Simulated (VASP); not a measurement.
Write the native input for VASP 6.6.1 that does the following.

- Task: single point
- Functional: r2SCAN
- Potentials or basis: VASP PAW PBE potentials, release 64 (W_sv, C_h)
- Cutoff: 910 eV
- k mesh: 6 × 6 × 5
- Occupations: fermi-dirac, width 0.05 eV
- Spin: no spin polarisation
- Dipole correction: no
- Second run: hard_potentials
- Further INCAR settings: ALGO = Normal; EDIFF = 1e-06; NBANDS = 16

WC (Qusongite):

```
W C
1.0
     2.90650    0.00000    0.00000
    -1.45325    2.51710    0.00000
     0.00000    0.00000    2.83660
W C
1 1
Direct
  0.00000 0.00000 0.00000
  0.66667 0.33333 0.50000
```

One way to write it, as run:

POSCAR

```
WC
1.0
    2.9065000000      0.0000000000      0.0000000000
   -1.4532500000      2.5171028361      0.0000000000
    0.0000000000      0.0000000000      2.8366000000
W C
1 1
Direct
    0.0000000000      0.0000000000      0.0000000000
    0.6666666667      0.3333333333      0.5000000000
```

INCAR.step1

```
SYSTEM = WC
ALGO = Normal ; EDIFF = 1E-5
ENCUT = 910 ; GGA = PE
GGA_COMPAT = .False. ; ISMEAR = -1
LASPH = .True. ; LCHARG = .False.
LREAL = .False. ; LWAVE = .True.
NBANDS = 16 ; NELM = 120
PREC = Accurate ; SIGMA = 0.05
```

INCAR.step2

```
SYSTEM = WC
ALGO = Normal ; EDIFF = 1E-6
ENCUT = 910 ; GGA_COMPAT = .False.
ISIF = 2 ; ISMEAR = -1
ISTART = 1 ; LASPH = .True.
LCHARG = .False. ; LMIXTAU = .True.
LREAL = .False. ; LWAVE = .False.
METAGGA = R2SCAN ; NBANDS = 16
NELM = 120 ; PREC = Accurate
SIGMA = 0.05
```

KPOINTS

```
k-points
0
Gamma
  6 6 5
  0 0 0
```

Potentials or basis: VASP PAW PBE potentials, release 64 (W_sv, C_h).

Command:

```bash
$ cat potpaw_PBE.64/W_sv/POTCAR potpaw_PBE.64/C_h/POTCAR > POTCAR
$ cp INCAR.step1 INCAR
$ mpirun -np 1 vasp_std > vasp.out
$ cp INCAR.step2 INCAR
$ mpirun -np 1 vasp_std > vasp.out
```

It gave:

```
Pressure               : 3.5 GPa
Band gap on the k mesh : zero (band 9 reaches 12.02 eV, above the bottom of band 10 at 10.89 eV)
```

Caveat: the k points lie up to 0.44 Å⁻¹ apart; the cutoff is under 1.25 times the usual one of these potentials, so pressure, stress and relaxed cells hold a basis-set (Pulay) error; the PAW data sets were made with another functional, which shifts forces and pressure a little; spin-orbit coupling is left out, which moves the levels of the heavy elements.

It used 64 s of CPU time on 1 thread of AMD EPYC 7R13 Processor (Zen 3), on a shared host.
